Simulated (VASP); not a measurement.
# Ta (Fd-3m) in VASP: single point with PBE

Aim: the single point of Ta with PBE.

Everything below comes from runs of VASP 6.6.1. Logs are shortened: lines on timing, memory, paths and dates and some standing lists are left out, and cuts for length are marked.

**1. The cell of the first run**

The structure is cubic, space group Fd-3m (No. 227). Conventional cell: a = 6.106 Å, b = 6.106 Å, c = 6.106 Å, α = 90.00°, β = 90.00°, γ = 90.00°. Within 3.5 Å of Ta (site symmetry -43m) lie 4 Ta at 2.64 Å.

**2. Single point, PBE**

The input, INCAR:

```
PREC     = Accurate       # precision mode
ENCUT    = 500            # plane-wave cutoff, eV
EDIFF    = 1E-6           # SCF threshold, eV
ISMEAR   = -1             # smearing method
SIGMA    = 0.1            # smearing width, eV
LREAL    = False          # projectors in reciprocal space
LASPH    = True           # aspherical terms in the spheres
NELM     = 120            # most SCF steps
ALGO     = Normal         # electronic algorithm
ISIF     = 2              # what is computed and relaxed
LWAVE    = False          # write WAVECAR
LCHARG   = False          # write CHGCAR
GGA      = PE             # functional
NBANDS   = 18             # bands
GGA_COMPAT= False
```

The input, KPOINTS:

```
Automatic mesh
0
Gamma
  5 5 5
```

The input, POSCAR:

```
Ta
1.0
    0.0000000000      3.0529549964      3.0529549964
    3.0529549964      0.0000000000      3.0529549964
    3.0529549964      3.0529549964      0.0000000000
Ta
2
Direct
    0.1250000000      0.1250000000      0.1250000000
    0.8750000000      0.8750000000      0.8750000000
```

Potentials or basis: VASP PAW PBE potentials, release 64 (Ta_pv).

Launch:

```sh
$ cat potpaw_PBE.64/Ta_pv/POTCAR > POTCAR
$ mpirun -np 1 vasp_std > vasp.out
```

OUTCAR:

```text
PREC = Accurate
   ENCUT = 500
   EDIFF = 1E-6
   ISMEAR = -1
   LREAL = False
   LASPH = True
   NELM = 120
   ISIF = 2
   GGA = PE

 ion  position               nearest neighbor table
   1  0.125  0.125  0.125-   2 2.64   2 2.64   2 2.64   2 2.64
   2  0.875  0.875  0.875-   1 2.64   1 2.64   1 2.64   1 2.64

  LATTYP: Found a face centered cubic cell.
 ALAT       =     6.1059099928

  Lattice vectors:

 A1 = (   0.0000000000,   3.0529549964,   3.0529549964)
 A2 = (   3.0529549964,   0.0000000000,   3.0529549964)
 A3 = (   3.0529549964,   3.0529549964,   0.0000000000)

Analysis of symmetry for initial positions (statically):
[... 6 lines left out ...]

 Subroutine GETGRP returns: Found 48 space group operations
 (whereof 12 operations were pure point group operations)
 out of a pool of 48 trial point group operations.

The static configuration has the point symmetry D_3d.
 The point group associated with its full space group is O_h .

Analysis of symmetry for dynamics (positions and initial velocities):
[... 6 lines left out ...]

 Subroutine GETGRP returns: Found 48 space group operations
 (whereof 12 operations were pure point group operations)
 out of a pool of 48 trial point group operations.

The dynamic configuration has the point symmetry D_3d.
 The point group associated with its full space group is O_h .

 Subroutine INISYM returns: Found 48 space group operations
 (whereof 12 operations are pure point group operations),
 and found     1 'primitive' translations

----------------------------------------------------------------------------------------

                                     Primitive cell

  volume of cell :      56.9103

  direct lattice vectors                    reciprocal lattice vectors
     0.000000000  3.052954996  3.052954996    -0.163775752  0.163775752  0.163775752
     3.052954996  0.000000000  3.052954996     0.163775752 -0.163775752  0.163775752
     3.052954996  3.052954996  0.000000000     0.163775752  0.163775752 -0.163775752

  length of vectors
     4.317530361  4.317530361  4.317530361     0.283667923  0.283667923  0.283667923

  position of ions in fractional coordinates (direct lattice)
     0.125000000  0.125000000  0.125000000
     0.875000000  0.875000000  0.875000000

  ion indices of the primitive-cell ions
   primitive index   ion index
                 1           1
                 2           2

----------------------------------------------------------------------------------------

 KPOINTS: Automatic mesh

Automatic generation of k-mesh.
 Grid dimensions read from file:
 generate k-points for:    5    5    5

 Generating k-lattice:

  Cartesian coordinates                     Fractional coordinates (reciprocal lattice)
    -0.032755150  0.032755150  0.032755150     0.200000000  0.000000000  0.000000000
     0.032755150 -0.032755150  0.032755150     0.000000000  0.200000000  0.000000000
     0.032755150  0.032755150 -0.032755150     0.000000000  0.000000000  0.200000000

  Length of vectors
     0.056733585  0.056733585  0.056733585

  Shift w.r.t. Gamma in fractional coordinates (k-lattice)
     0.000000000  0.000000000  0.000000000

 Subroutine IBZKPT returns following result:
 ===========================================

 Found     10 irreducible k-points:

 Following reciprocal coordinates:
            Coordinates               Weight
  0.000000  0.000000  0.000000      1.000000
  0.200000  0.000000  0.000000      8.000000
  0.400000  0.000000  0.000000      8.000000
  0.200000  0.200000  0.000000      6.000000
  0.400000  0.200000  0.000000     24.000000
 -0.400000  0.200000  0.000000     24.000000
 -0.200000  0.200000  0.000000     12.000000
  0.400000  0.400000  0.000000      6.000000
 -0.400000  0.400000  0.000000     12.000000
 -0.400000  0.400000  0.200000     24.000000
   k-points           NKPTS =     10   k-points in BZ     NKDIM =     10   number of bands    NBANDS=     18
   number of dos      NEDOS =    301   number of ions     NIONS =      2
   total plane-waves  NPLWV =  32768
   dimension x,y,z NGX =    32 NGY =   32 NGZ =   32
   dimension x,y,z NGXF=    64 NGYF=   64 NGZF=   64
   ions per type =               2
   NGX,Y,Z   is equivalent  to a cutoff of  12.32, 12.32, 12.32 a.u.
   NGXF,Y,Z  is equivalent  to a cutoff of  24.64, 24.64, 24.64 a.u.
 SYSTEM =  unknown system
   PREC   = accura    normal or accurate (medium, high low for compatibility)
   ISTART =      0    job   : 0-new  1-cont  2-samecut
   ICHARG =      2    charge: 1-file 2-atom 10-const
   ISPIN  =      1    spin polarized calculation?
   LNONCOLLINEAR =      F non collinear calculations
   LSORBIT =      F    spin-orbit coupling
   LASPH  =      T    aspherical Exc in radial PAW
   ENCUT  =  500.0 eV  36.75 Ry    6.06 a.u.   7.87  7.87  7.87*2*pi/ulx,y,z
   NELM   =    120;   NELMIN=  2; NELMDL= -5     # of ELM steps
   EDIFF  = 0.1E-05   stopping-criterion for ELM
   LREAL  =      F    real-space projection
   EDIFFG = 0.1E-04   stopping-criterion for IOM
   NSW    =      0    number of steps for IOM
   IBRION =     -1    ionic relax: 0-MD 1-quasi-New 2-CG
   NFREE  =      0    steps in history (QN), initial steepest desc. (CG)
   ISIF   =      2    stress and relaxation
   ISYM   =      2    0-nonsym 1-usesym 2-fastsym
   POTIM  = 0.5000    time-step for ionic-motion
   TEBEG  =    0.0;   TEEND  =   0.0 temperature during run
   PSTRESS=    0.0 pullay stress
   NELECT =      22.0000    total number of electrons
   NUPDOWN=      -1.0000    fix difference up-down
   EMIN   =  10.00;   EMAX   =-10.00  energy-range for DOS
   EFERMI =   0.00;   METHOD = LEGACY
   ISMEAR =    -1;   SIGMA  =   0.10  broadening in eV -4-tet -1-fermi 0-gaus
   EFERMI_NEDOS =   21; number of points for ismear=-14 and -15
   IALGO  =     38    algorithm
   IMIX   =      4    mixing-type and parameters
     AMIX     =   0.40;   BMIX     =  1.00
     AMIX_MAG =   1.60;   BMIX_MAG =  1.00
  volume/ion in A,a.u.               =      28.46       192.02
  Fermi-wavevector in a.u.,A,eV,Ry     =   1.192574  2.253638 19.350650  1.422233
  Thomas-Fermi vector in A             =   2.328609
   LORBIT       =      0    0 simple, 1 ext, 2 COOP (PROOUT), +10 PAW based schemes
   GGA     = PE    functional components
   LHFCALC =     F    Hartree Fock is set to
   AEXX    =    0.0000 exact exchange contribution
   IVDW    =     0    specifies the selected vdW correction
   LEPSILON=     F    determine dielectric tensor
   LRPA    =     F    only Hartree local field effects (RPA)
 non-spin polarized calculation
  energy-cutoff  :      500.00
  volume of cell :       56.91
 maximum number of plane-waves:      1459
   NGX = 15   NGY = 15   NGZ = 15

 number of electron      22.0000002 magnetization

 Free energy of the ion-electron system (eV)
  ---------------------------------------------------
  ext. energy  EPLUGINS =         0.00000000
  ---------------------------------------------------
  free energy    TOTEN  =       -17.93019813 eV

  energy without entropy =      -17.79318032  energy(sigma->0) =      -17.86168923

 E-fermi :   1.9963     XC(G=0): -10.0081

 val. band max:        1.9448164260   @ k =   0.4000   0.2000   0.0000
 cond. band min:       2.0279122743   @ k =   0.4000   0.4000   0.0000
 fundamental gap:      0.0830958483
 Fermi energy:         1.9963158546

 k-point     1 :       0.0000    0.0000    0.0000
  band No.  band energies     occupation
      1     -32.1480      2.00000
      2     -32.1480      2.00000
      3     -32.1480      2.00000
      4     -31.3554      2.00000
      5     -31.3554      2.00000
      6     -31.3554      2.00000
[... 10 lines left out ...]
     17       7.7761      0.00000
     18      11.8667      0.00000

 k-point     2 :       0.2000    0.0000    0.0000
  band No.  band energies     occupation
      1     -32.1799      2.00000
      2     -32.1799      2.00000
      3     -32.1435      2.00000
      4     -31.3651      2.00000
      5     -31.3215      2.00000
      6     -31.3215      2.00000
[... 10 lines left out ...]
     17       7.6152      0.00000
     18      10.9910      0.00000

 k-point     3 :       0.4000    0.0000    0.0000
  band No.  band energies     occupation
      1     -32.2266      2.00000
      2     -32.2266      2.00000
      3     -32.1378      2.00000
      4     -31.3790      2.00000
      5     -31.2713      2.00000
      6     -31.2713      2.00000
[... 10 lines left out ...]
     17       6.9831      0.00000
     18       7.5097      0.00000

 k-point     4 :       0.2000    0.2000    0.0000
  band No.  band energies     occupation
      1     -32.2155      2.00000
      2     -32.2155      2.00000
      3     -32.0762      2.00000
      4     -31.4370      2.00000
      5     -31.2838      2.00000
      6     -31.2838      2.00000
[... 10 lines left out ...]
     17       7.9972      0.00000
     18      11.1684      0.00000

 k-point     5 :       0.4000    0.2000    0.0000
  band No.  band energies     occupation
      1     -32.2771      2.00000
      2     -32.2606      2.00000
      3     -32.0141      2.00000
      4     -31.5043      2.00000
      5     -31.2353      2.00000
      6     -31.2215      2.00000
[... 10 lines left out ...]
     17       7.6712      0.00000
     18       8.3262      0.00000

 k-point     6 :      -0.4000    0.2000    0.0000
  band No.  band energies     occupation
      1     -32.3118      2.00000
      2     -32.2561      2.00000
      3     -32.0031      2.00000
      4     -31.5141      2.00000
      5     -31.2397      2.00000
      6     -31.1882      2.00000
[... 10 lines left out ...]
     17       7.2229      0.00000
     18       7.2929      0.00000

 k-point     7 :      -0.2000    0.2000    0.0000
  band No.  band energies     occupation
      1     -32.2682      2.00000
      2     -32.2076      2.00000
      3     -32.0749      2.00000
      4     -31.4382      2.00000
      5     -31.2917      2.00000
      6     -31.2319      2.00000
[... 10 lines left out ...]
     17       7.9560      0.00000
     18       9.3611      0.00000

 k-point     8 :       0.4000    0.4000    0.0000
  band No.  band energies     occupation
      1     -32.3068      2.00000
      2     -32.3068      2.00000
      3     -31.8858      2.00000
      4     -31.6428      2.00000
      5     -31.1856      2.00000
      6     -31.1856      2.00000
[... 10 lines left out ...]
     17       7.8246      0.00000
     18       8.1867      0.00000

 k-point     9 :      -0.4000    0.4000    0.0000
  band No.  band energies     occupation
      1     -32.3348      2.00000
      2     -32.3043      2.00000
      3     -31.8291      2.00000
      4     -31.6963      2.00000
      5     -31.1881      2.00000
      6     -31.1609      2.00000
[... 10 lines left out ...]
     17       7.3399      0.00000
     18       7.4520      0.00000

 k-point    10 :      -0.4000    0.4000    0.2000
  band No.  band energies     occupation
      1     -32.3267      2.00000
      2     -32.2949      2.00000
      3     -31.8895      2.00000
      4     -31.6313      2.00000
      5     -31.2004      2.00000
      6     -31.1707      2.00000
[... 10 lines left out ...]
     17       7.4698      0.00000
     18       7.6517      0.00000

------------------------ aborting loop because EDIFF is reached ----------------------------------------

  FORCE on cell =-STRESS in cart. coord.  units (eV):
  Direction    XX          YY          ZZ          XY          YZ          ZX
  --------------------------------------------------------------------------------------
  -------------------------------------------------------------------------------------
  Total        0.0008495      0.0008495      0.0008495      0.0000000     -0.0000000      0.0000000
  in kB        0.0239153      0.0239153      0.0239153      0.0000000     -0.0000000      0.0000000
  external PRESSURE =       0.0239153 kB  Pullay stress =       0.0000000 kB

 VOLUME and BASIS-vectors are now :
 -----------------------------------------------------------------------------
  energy-cutoff  :      500.00
  volume of cell :       56.91
      direct lattice vectors                 reciprocal lattice vectors
     0.000000000  3.052954996  3.052954996    -0.163775752  0.163775752  0.163775752
     3.052954996  0.000000000  3.052954996     0.163775752 -0.163775752  0.163775752
     3.052954996  3.052954996  0.000000000     0.163775752  0.163775752 -0.163775752

 POSITION                                       TOTAL-FORCE (eV/Angst)
 -----------------------------------------------------------------------------------
      0.76324      0.76324      0.76324        -0.000000     -0.000000     -0.000000
      5.34267      5.34267      5.34267         0.000000      0.000000      0.000000
 -----------------------------------------------------------------------------------
    total drift:                                0.000000      0.000000     -0.000000

  FREE ENERGIE OF THE ION-ELECTRON SYSTEM (eV)
  ---------------------------------------------------
  free  energy   TOTEN  =       -17.9301981321 eV

  energy  without entropy=      -17.7931803180  energy(sigma->0) =      -17.86168923
```

Run time: 14 s. Hardware: 1 thread of Intel Xeon 8259CL, shared host; peak memory 0.17 GiB.

What came out:

```
Free energy            : -17.9302 eV
Pressure               : 0.0 GPa
Band gap on the k mesh : zero (band 11 reaches 2.12 eV, above the bottom of band 12 at 1.70 eV)
```

Caveat: spin-orbit coupling is left out, which moves the levels of the heavy elements.
